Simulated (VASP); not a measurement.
# Sc (I4/mmm) in VASP: further runs, part 2 of 2

VASP 6.6.1. The steps go on from the part before.

### 3 Single point, r2SCAN (strain -0.1125 x Voigt [1, 0, 0, 0, 0, 0])

File POSCAR:

```
Sc
1.0
    0.0000000000      2.2705000000      2.2705000000
    2.0150687500      0.0000000000      2.2705000000
    2.0150687500      2.2705000000      0.0000000000
Sc
1
Direct
    0.0000000000      0.0000000000      0.0000000000
```

File INCAR.step1:

```
  PREC = Accurate
  ENCUT = 520
  ISMEAR = 0
  SIGMA = 0.15
  LREAL = False
  LASPH = True
  NELM = 100
  NBANDS = 12
  GGA = PE
  ALGO = Normal
  EDIFF = 1E-4
  LWAVE = True
  LCHARG = False
```

File INCAR.step2:

```
  PREC = Accurate
  ENCUT = 520
  EDIFF = 1E-6
  ISMEAR = 0
  SIGMA = 0.15
  LREAL = False
  LASPH = True
  NELM = 100
  ALGO = Normal
  ISIF = 2
  LWAVE = False
  LCHARG = True
  METAGGA = R2SCAN
  LMIXTAU = True
  LELF = True
  LVHAR = True
  NBANDS = 12
  ISTART = 1
```

File KPOINTS:

```
regular mesh
0
Gamma
  18 18 18
```

Potentials or basis: VASP PAW PBE potentials, release 64 (Sc_sv).

On the command line:

```bash
cat potpaw_PBE.64/Sc_sv/POTCAR > POTCAR
cp INCAR.step1 INCAR
mpirun -np 1 vasp_std > vasp.out
cp INCAR.step2 INCAR
mpirun -np 1 vasp_std > vasp.out
```

OUTCAR:

```text
PREC = Accurate
   ENCUT = 520
   EDIFF = 1E-6
   ISMEAR = 0
   LREAL = False
   LASPH = True
   NELM = 100
   ISIF = 2
   METAGGA = R2SCAN
   ISTART = 1

 ion  position               nearest neighbor table
   1  0.000  0.000  0.000-

  LATTYP: Found a body centered tetragonal cell.
 ALAT       =     3.2109718934
 C/A-ratio  =     1.2551145366

  Lattice vectors:

 A1 = (  -2.0150687500,   0.0000000000,  -2.2705000000)
 A2 = (  -2.0150687500,   0.0000000000,   2.2705000000)
 A3 = (   2.0150687500,   2.2705000000,   0.0000000000)

Analysis of symmetry for initial positions (statically):
=====================================================================
 Subroutine PRICEL returns:
 Original cell was already a primitive cell.

 Routine SETGRP: Setting up the symmetry group for a
 body centered tetragonal supercell.

 Subroutine GETGRP returns: Found 16 space group operations
 (whereof 16 operations were pure point group operations)
 out of a pool of 16 trial point group operations.

The static configuration has the point symmetry D_4h.

Analysis of symmetry for dynamics (positions and initial velocities):
=====================================================================
 Subroutine PRICEL returns:
 Original cell was already a primitive cell.

 Routine SETGRP: Setting up the symmetry group for a
 body centered tetragonal supercell.

 Subroutine GETGRP returns: Found 16 space group operations
 (whereof 16 operations were pure point group operations)
 out of a pool of 16 trial point group operations.

The dynamic configuration has the point symmetry D_4h.

 Subroutine INISYM returns: Found 16 space group operations
 (whereof 16 operations are pure point group operations),
 and found     1 'primitive' translations

----------------------------------------------------------------------------------------

                                     Primitive cell

  volume of cell :      20.7760

  direct lattice vectors                    reciprocal lattice vectors
     0.000000000  2.270500000  2.270500000    -0.248130492  0.220215811  0.220215811
     2.015068750  0.000000000  2.270500000     0.248130492 -0.220215811  0.220215811
     2.015068750  2.270500000  0.000000000     0.248130492  0.220215811 -0.220215811

  length of vectors
     3.210971893  3.035732583  3.035732583     0.398194360  0.398194360  0.398194360

  position of ions in fractional coordinates (direct lattice)
     0.000000000  0.000000000  0.000000000

  ion indices of the primitive-cell ions
   primitive index   ion index
                 1           1

----------------------------------------------------------------------------------------

 KPOINTS: regular mesh

Automatic generation of k-mesh.
 Grid dimensions read from file:
 generate k-points for:   18   18   18

 Generating k-lattice:

  Cartesian coordinates                     Fractional coordinates (reciprocal lattice)
    -0.013785027  0.012234212  0.012234212     0.055555556 -0.000000000 -0.000000000
     0.013785027 -0.012234212  0.012234212     0.000000000  0.055555556  0.000000000
     0.013785027  0.012234212 -0.012234212     0.000000000  0.000000000  0.055555556

  Length of vectors
     0.022121909  0.022121909  0.022121909

  Shift w.r.t. Gamma in fractional coordinates (k-lattice)
     0.000000000  0.000000000  0.000000000

 Subroutine IBZKPT returns following result:
 ===========================================

 Found    480 irreducible k-points:

 Following reciprocal coordinates:
            Coordinates               Weight
  0.000000  0.000000  0.000000      1.000000
  0.055556 -0.000000 -0.000000      8.000000
  0.111111 -0.000000 -0.000000      8.000000
  0.166667  0.000000  0.000000      8.000000
  0.222222 -0.000000 -0.000000      8.000000
  0.277778 -0.000000 -0.000000      8.000000
[... 16 lines left out ...]
 -0.277778  0.055556  0.000000     16.000000
 -0.222222  0.055556  0.000000     16.000000
 [... further k-points ...]
   k-points           NKPTS =    480   k-points in BZ     NKDIM =    480   number of bands    NBANDS=     12
   number of dos      NEDOS =    301   number of ions     NIONS =      1
   total plane-waves  NPLWV =  13824
   dimension x,y,z NGX =    24 NGY =   24 NGZ =   24
   dimension x,y,z NGXF=    48 NGYF=   48 NGZF=   48
   ions per type =               1
   NGX,Y,Z   is equivalent  to a cutoff of  12.43, 13.14, 13.14 a.u.
   NGXF,Y,Z  is equivalent  to a cutoff of  24.85, 26.29, 26.29 a.u.
 SYSTEM =  unknown system
   PREC   = accura    normal or accurate (medium, high low for compatibility)
   ISTART =      1    job   : 0-new  1-cont  2-samecut
   ICHARG =      0    charge: 1-file 2-atom 10-const
   ISPIN  =      1    spin polarized calculation?
   LNONCOLLINEAR =      F non collinear calculations
   LSORBIT =      F    spin-orbit coupling
   LASPH  =      T    aspherical Exc in radial PAW
   ENCUT  =  520.0 eV  38.22 Ry    6.18 a.u.   5.97  5.64  5.64*2*pi/ulx,y,z
   NELM   =    100;   NELMIN=  2; NELMDL=  0     # of ELM steps
   EDIFF  = 0.1E-05   stopping-criterion for ELM
   LREAL  =      F    real-space projection
   EDIFFG = 0.1E-04   stopping-criterion for IOM
   NSW    =      0    number of steps for IOM
   IBRION =     -1    ionic relax: 0-MD 1-quasi-New 2-CG
   NFREE  =      0    steps in history (QN), initial steepest desc. (CG)
   ISIF   =      2    stress and relaxation
   ISYM   =      2    0-nonsym 1-usesym 2-fastsym
   POTIM  = 0.5000    time-step for ionic-motion
   TEBEG  =    0.0;   TEEND  =   0.0 temperature during run
   PSTRESS=    0.0 pullay stress
   NELECT =      11.0000    total number of electrons
   NUPDOWN=      -1.0000    fix difference up-down
   EMIN   =  10.00;   EMAX   =-10.00  energy-range for DOS
   EFERMI =   0.00;   METHOD = LEGACY
   ISMEAR =     0;   SIGMA  =   0.15  broadening in eV -4-tet -1-fermi 0-gaus
   EFERMI_NEDOS =   21; number of points for ismear=-14 and -15
   IALGO  =     38    algorithm
   IMIX   =      4    mixing-type and parameters
     AMIX     =   0.40;   BMIX     =  1.00
     AMIX_MAG =   1.60;   BMIX_MAG =  1.00
  volume/ion in A,a.u.               =      20.78       140.20
  Fermi-wavevector in a.u.,A,eV,Ry     =   1.324397  2.502747 23.864982  1.754027
  Thomas-Fermi vector in A             =   2.453934
   LORBIT       =      0    0 simple, 1 ext, 2 COOP (PROOUT), +10 PAW based schemes
   METAGGA = R2SCAN    functional components
   LHFCALC =     F    Hartree Fock is set to
   AEXX    =    0.0000 exact exchange contribution
   IVDW    =     0    specifies the selected vdW correction
   LEPSILON=     F    determine dielectric tensor
   LRPA    =     F    only Hartree local field effects (RPA)
 non-spin polarized calculation
 Gauss-broadening in eV      SIGMA  =   0.15
  energy-cutoff  :      520.00
  volume of cell :       20.78
 maximum number of plane-waves:       571
   NGX = 11   NGY = 11   NGZ = 11

 number of electron      10.9999997 magnetization

 Free energy of the ion-electron system (eV)
  ---------------------------------------------------
  ext. energy  EPLUGINS =         0.00000000
  ---------------------------------------------------
  free energy    TOTEN  =       -11.13919614 eV

  energy without entropy =      -11.12159427  energy(sigma->0) =      -11.13039520

 E-fermi :   4.8949     XC(G=0): -11.3654

 val. band max:        4.8896780406   @ k =  -0.3889   0.3889   0.2222
 cond. band min:       4.9119561531   @ k =   0.3889  -0.2222   0.1667
 fundamental gap:      0.0222781125
 Fermi energy:         4.8949365429

 k-point     1 :       0.0000    0.0000    0.0000
  band No.  band energies     occupation
      1     -46.2241      2.00000
      2     -23.5346      2.00000
      3     -23.5200      2.00000
      4     -23.5200      2.00000
      5      -0.9679      2.00000
      6       6.7231      0.00000
      7       6.7232      0.00000
      8       7.4863      0.00000
      9       8.1492      0.00000
     10       9.0669      0.00000
     11      19.0120      0.00000
     12      22.2973      0.00000
[... 331 lines left out ...]
 k-point    24 :      -0.2222    0.0556    0.0000
  band No.  band energies     occupation
      1     -46.1600      2.00000
      2     -23.8912      2.00000
      3     -23.6018      2.00000
      4     -23.5445      2.00000
      5       0.7812      2.00000
      6       5.8025      0.00000
      7       6.7305      0.00000
      8       7.6443      0.00000
      9       8.5169      0.00000
     10       8.9046      0.00000
     11      17.7101      0.00000
     12      19.5937      0.00000

 [... further k-points ...]

------------------------ aborting loop because EDIFF is reached ----------------------------------------

  FORCE on cell =-STRESS in cart. coord.  units (eV):
  Direction    XX          YY          ZZ          XY          YZ          ZX
  --------------------------------------------------------------------------------------
  -------------------------------------------------------------------------------------
  Total        1.8180131      1.6453225      1.6453225      0.0000000      0.0000000      0.0000000
  in kB      140.1989324    126.8816255    126.8816255      0.0000000      0.0000000      0.0000000
  external PRESSURE =     131.3207278 kB  Pullay stress =       0.0000000 kB

 VOLUME and BASIS-vectors are now :
 -----------------------------------------------------------------------------
  energy-cutoff  :      520.00
  volume of cell :       20.78
      direct lattice vectors                 reciprocal lattice vectors
     0.000000000  2.270500000  2.270500000    -0.248130492  0.220215811  0.220215811
     2.015068750  0.000000000  2.270500000     0.248130492 -0.220215811  0.220215811
     2.015068750  2.270500000  0.000000000     0.248130492  0.220215811 -0.220215811

 POSITION                                       TOTAL-FORCE (eV/Angst)
 -----------------------------------------------------------------------------------
      0.00000      0.00000      0.00000         0.000000      0.000000      0.000000
 -----------------------------------------------------------------------------------
    total drift:                                0.000000     -0.000000     -0.000000

  FREE ENERGIE OF THE ION-ELECTRON SYSTEM (eV)
  ---------------------------------------------------
  free  energy   TOTEN  =       -11.1391961383 eV

  energy  without entropy=      -11.1215942703  energy(sigma->0) =      -11.13039520
```

OSZICAR.step1:

```text
N       E                     dE             d eps       ncg     rms          rms(c)
DAV:   1     0.727521368478E+02    0.72752E+02   -0.51446E+03 11544   0.923E+02
DAV:   2    -0.527145809821E+01   -0.78024E+02   -0.76313E+02 11520   0.284E+02
DAV:   3    -0.658901839914E+01   -0.13176E+01   -0.12934E+01 14700   0.496E+01
DAV:   4    -0.660964538504E+01   -0.20627E-01   -0.20618E-01 14300   0.498E+00
DAV:   5    -0.660997159577E+01   -0.32621E-03   -0.32621E-03 15156   0.614E-01    0.641E+00
DAV:   6    -0.613765993223E+01    0.47231E+00   -0.70014E-01 17356   0.126E+01    0.206E+00
DAV:   7    -0.607216104161E+01    0.65499E-01   -0.14590E-01 18112   0.554E+00    0.483E-01
DAV:   8    -0.606826765723E+01    0.38934E-02   -0.70619E-03 13460   0.116E+00    0.102E-01
DAV:   9    -0.606815296906E+01    0.11469E-03   -0.52073E-04 17664   0.367E-01    0.200E-02
DAV:  10    -0.606815664283E+01   -0.36738E-05   -0.11059E-05  6048   0.330E-02
   1 F= -.60681566E+01 E0= -.60593493E+01  d E =-.176148E-01
```

Run time: 3.2 min. Hardware: 1 thread of Intel Xeon 6975P-C, shared host; peak memory 0.24 GiB.

Results:

```yaml
Free_energy: -11.1392 eV
Pressure: 13.1 GPa
```

Levels at points of the mesh, in eV from the Fermi level:
```tsv
k point	band 3	band 4	band 5	band 6	band 7	band 8
(0.00, 0.00, 0.00)	-28.41	-28.41	-5.86	1.83	1.83	2.59
(0.50, 0.00, 0.00)	-28.56	-28.46	-2.06	0.50	1.33	2.44
(0.50, 0.50, 0.00)	-28.70	-28.56	-2.04	-0.63	1.92	4.82
(0.00, 0.50, 0.50)	-28.75	-28.75	-2.00	-1.24	4.20	4.97
```

Caveat: the cell differs from its parent crystal (strain -0.1125 x Voigt [1, 0, 0, 0, 0, 0]); the PAW data sets were made with another functional, which shifts forces and pressure a little.

### 4 Single point, r2SCAN (strain -0.0750 x Voigt [1, 0, 0, 0, 0, 0])

File POSCAR:

```
Sc
1.0
    0.0000000000      2.2705000000      2.2705000000
    2.1002125000      0.0000000000      2.2705000000
    2.1002125000      2.2705000000      0.0000000000
Sc
1
Direct
    0.0000000000      0.0000000000      0.0000000000
```

INCAR.step1: that of step 3 with these lines changed.

```diff
@@ -6,3 +6,3 @@
   LASPH = True
-  NELM = 100
+  NELM = 60
   NBANDS = 12
```

File INCAR.step2:

```
  PREC = Accurate
  ENCUT = 520
  EDIFF = 1E-6
  ISMEAR = 0
  SIGMA = 0.15
  LREAL = False
  LASPH = True
  NELM = 60
  ALGO = Normal
  ISIF = 2
  LWAVE = False
  LCHARG = False
  METAGGA = R2SCAN
  LMIXTAU = True
  NBANDS = 12
  ISTART = 1
```

KPOINTS is that of step 3.

Potentials or basis: VASP PAW PBE potentials, release 64 (Sc_sv).

On the command line:

```bash
cat potpaw_PBE.64/Sc_sv/POTCAR > POTCAR
cp INCAR.step1 INCAR
mpirun -np 1 vasp_std > vasp.out
cp INCAR.step2 INCAR
mpirun -np 1 vasp_std > vasp.out
```

OUTCAR:

```text
PREC = Accurate
   ENCUT = 520
   EDIFF = 1E-6
   ISMEAR = 0
   LREAL = False
   LASPH = True
   NELM = 60
   ISIF = 2
   METAGGA = R2SCAN
   ISTART = 1

 ion  position               nearest neighbor table
   1  0.000  0.000  0.000-

  LATTYP: Found a body centered tetragonal cell.
 ALAT       =     3.2109718934
 C/A-ratio  =     1.3081475452

  Lattice vectors:

 A1 = (  -2.1002125000,   0.0000000000,  -2.2705000000)
 A2 = (  -2.1002125000,   0.0000000000,   2.2705000000)
 A3 = (   2.1002125000,   2.2705000000,   0.0000000000)

Analysis of symmetry for initial positions (statically):
=====================================================================
 Subroutine PRICEL returns:
 Original cell was already a primitive cell.

 Routine SETGRP: Setting up the symmetry group for a
 body centered tetragonal supercell.

 Subroutine GETGRP returns: Found 16 space group operations
 (whereof 16 operations were pure point group operations)
 out of a pool of 16 trial point group operations.

The static configuration has the point symmetry D_4h.

Analysis of symmetry for dynamics (positions and initial velocities):
=====================================================================
[... 169 lines left out ...]
      5      -1.1935      2.00000
      6       6.4429      0.00000
      7       6.4429      0.00000
      8       6.9411      0.00000
      9       7.9598      0.00000
     10       8.5619      0.00000
     11      18.3661      0.00000
     12      21.9635      0.00000
[... 331 lines left out ...]
 k-point    24 :      -0.2222    0.0556    0.0000
  band No.  band energies     occupation
      1     -46.5416      2.00000
      2     -24.2540      2.00000
      3     -23.9993      2.00000
      4     -23.9600      2.00000
      5       0.4846      2.00000
      6       5.5080      0.00000
      7       6.5439      0.00000
      8       7.1480      0.00000
      9       8.0964      0.00000
     10       8.5067      0.00000
     11      16.9865      0.00000
     12      19.0378      0.00000

 [... further k-points ...]

------------------------ aborting loop because EDIFF is reached ----------------------------------------

  FORCE on cell =-STRESS in cart. coord.  units (eV):
  Direction    XX          YY          ZZ          XY          YZ          ZX
  --------------------------------------------------------------------------------------
  -------------------------------------------------------------------------------------
  Total        1.3874322      1.2732057      1.2732057      0.0000000     -0.0000000      0.0000000
  in kB      102.6564201     94.2047732     94.2047732      0.0000000     -0.0000000      0.0000000
  external PRESSURE =      97.0219888 kB  Pullay stress =       0.0000000 kB

 VOLUME and BASIS-vectors are now :
 -----------------------------------------------------------------------------
  energy-cutoff  :      520.00
  volume of cell :       21.65
      direct lattice vectors                 reciprocal lattice vectors
     0.000000000  2.270500000  2.270500000    -0.238071148  0.220215811  0.220215811
     2.100212500  0.000000000  2.270500000     0.238071148 -0.220215811  0.220215811
     2.100212500  2.270500000  0.000000000     0.238071148  0.220215811 -0.220215811

 POSITION                                       TOTAL-FORCE (eV/Angst)
 -----------------------------------------------------------------------------------
      0.00000      0.00000      0.00000        -0.000000      0.000000      0.000000
 -----------------------------------------------------------------------------------
    total drift:                                0.000000     -0.000000     -0.000000

  FREE ENERGIE OF THE ION-ELECTRON SYSTEM (eV)
  ---------------------------------------------------
  free  energy   TOTEN  =       -11.2058424352 eV

  energy  without entropy=      -11.1874079105  energy(sigma->0) =      -11.19662517
```

OUTCAR.step1:

```text
PREC = Accurate
   ENCUT = 520
   ISMEAR = 0
   LREAL = False
   LASPH = True
   NELM = 60
[... 575 lines left out ...]

 POSITION                                       TOTAL-FORCE (eV/Angst)
 -----------------------------------------------------------------------------------
      0.00000      0.00000      0.00000        -0.000000      0.000000     -0.000000
 -----------------------------------------------------------------------------------
    total drift:                               -0.000000      0.000000     -0.000000

  FREE ENERGIE OF THE ION-ELECTRON SYSTEM (eV)
  ---------------------------------------------------
  free  energy   TOTEN  =        -6.1319218825 eV

  energy  without entropy=       -6.1134985171  energy(sigma->0) =       -6.12271020
```

OSZICAR.step1:

```text
N       E                     dE             d eps       ncg     rms          rms(c)
DAV:   1     0.723825720999E+02    0.72383E+02   -0.51600E+03 11560   0.919E+02
DAV:   2    -0.536155355227E+01   -0.77744E+02   -0.76099E+02 11528   0.283E+02
DAV:   3    -0.668546921076E+01   -0.13239E+01   -0.12998E+01 14916   0.493E+01
DAV:   4    -0.670569165250E+01   -0.20222E-01   -0.20208E-01 14516   0.486E+00
DAV:   5    -0.670600906758E+01   -0.31742E-03   -0.31741E-03 15148   0.585E-01    0.608E+00
DAV:   6    -0.620272033586E+01    0.50329E+00   -0.75216E-01 17456   0.128E+01    0.190E+00
DAV:   7    -0.613598956063E+01    0.66731E-01   -0.14952E-01 18284   0.553E+00    0.498E-01
DAV:   8    -0.613207393548E+01    0.39156E-02   -0.81090E-03 13672   0.124E+00    0.111E-01
DAV:   9    -0.613191790372E+01    0.15603E-03   -0.67285E-04 17616   0.411E-01    0.209E-02
DAV:  10    -0.613192188245E+01   -0.39787E-05   -0.12961E-05  6196   0.387E-02
   1 F= -.61319219E+01 E0= -.61227102E+01  d E =-.184234E-01
```

It took 3.4 min on 1 thread of Intel Xeon 6975P-C, shared host; peak memory 0.24 GiB.

Results:

```yaml
Free_energy: -11.2058 eV
Pressure: 9.7 GPa
```

Levels at points of the mesh, in eV from the Fermi level:
```
           k point  band 3  band 4  band 5  band 6  band 7  band 8
(0.00, 0.00, 0.00)  -28.54  -28.54   -5.80    1.83    1.83    2.33
(0.50, 0.00, 0.00)  -28.65  -28.60   -2.00    0.36    1.49    2.17
(0.50, 0.50, 0.00)  -28.79  -28.70   -1.92   -0.67    1.96    4.72
(0.00, 0.50, 0.50)  -28.81  -28.81   -1.89   -1.02    3.39    4.78
```

Caveat: the cell differs from its parent crystal (strain -0.0750 x Voigt [1, 0, 0, 0, 0, 0]); the PAW data sets were made with another functional, which shifts forces and pressure a little.

### 5 Overview

| cell | gap on the mesh (eV) | pressure (GPa) |
| --- | --- | --- |
| a = 3.211, b = 2.980, c = 2.980 Å, angles 65.2, 57.4, 57.4°, 1 atom | none | 17.3 |
| a = 3.211, b = 3.036, c = 3.036 Å, angles 63.9, 58.1, 58.1°, 1 atom | none | 13.1 |
| a = 3.211, b = 3.093, c = 3.093 Å, angles 62.5, 58.7, 58.7°, 1 atom | none | 9.7 |

Alike in all rows: task single point; level r2SCAN; potentials or basis VASP PAW PBE potentials, release 64 (Sc_sv); no spin polarisation; k mesh 18 × 18 × 18; cutoff (eV) 520; smearing gaussian 0.15 eV.

Caveats: the PAW data sets were made with another functional, which shifts forces and pressure a little.

Absolute energies hang on the potentials; compare differences alone.
